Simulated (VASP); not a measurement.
A run of VASP 6.6.1 is set up as follows.

The input INCAR:

```
SYSTEM = PbS
ALGO = Normal
EDIFF = 1E-6
ENCUT = 520
GGA = PS
ISIF = 2
ISMEAR = -1
LASPH = .True.
LCHARG = .False.
LREAL = .False.
LWAVE = .False.
NBANDS = 50
NELM = 80
PREC = Accurate
SIGMA = 0.05
```

Contents of KPOINTS:

```
k-points
0
Gamma
  2 4 4
  0 0 0
```

File POSCAR:

```
PbS
1.0
    8.3441996529      0.0016527709     -0.0000965527
    0.0008569869      4.1718636166     -0.0001543488
   -0.0001388773     -0.0002262889      5.9121403794
Pb S
4 4
Direct
    0.1170156118      0.7362859351      0.7433488446
    0.6168356239      0.7361694209      0.7433242334
    0.8669463459      0.2362550127      0.2474545355
    0.3669314362      0.2361319587      0.2474542377
    0.8700256289      0.2423738913      0.7341630577
    0.3702142333      0.2424266708      0.7341981504
    0.1201262909      0.7424782215      0.2564797423
    0.6201383691      0.7422931593      0.2565100392
```

Potentials or basis: VASP PAW PBE potentials, release 64 (Pb_d, S).

Launch:

```sh
$ cat potpaw_PBE.64/Pb_d/POTCAR potpaw_PBE.64/S/POTCAR > POTCAR
$ mpirun -np 1 vasp_std > vasp.out
```

Task: What does it give for the largest force?

Result: 0.007 eV/Å.

Task: Estimate the pressure.

Result: 0.0 GPa.

Task: Predict the band gap on the k mesh.

Result: 0.43 eV.

Forces on the atoms (eV/Å):
```
Pb  -0.004  0.000  0.000
Pb   0.006  0.001  0.000
Pb   0.000  0.000  0.000
Pb   0.002  0.002 -0.001
S    0.004  0.000  0.002
S   -0.006 -0.002  0.002
S    0.000 -0.003 -0.001
S   -0.002  0.001 -0.002
```

Caveat: the PAW data sets were made with another functional, which shifts forces and pressure a little; spin-orbit coupling is left out, which moves the levels of the heavy elements. A k mesh can miss the band edges.
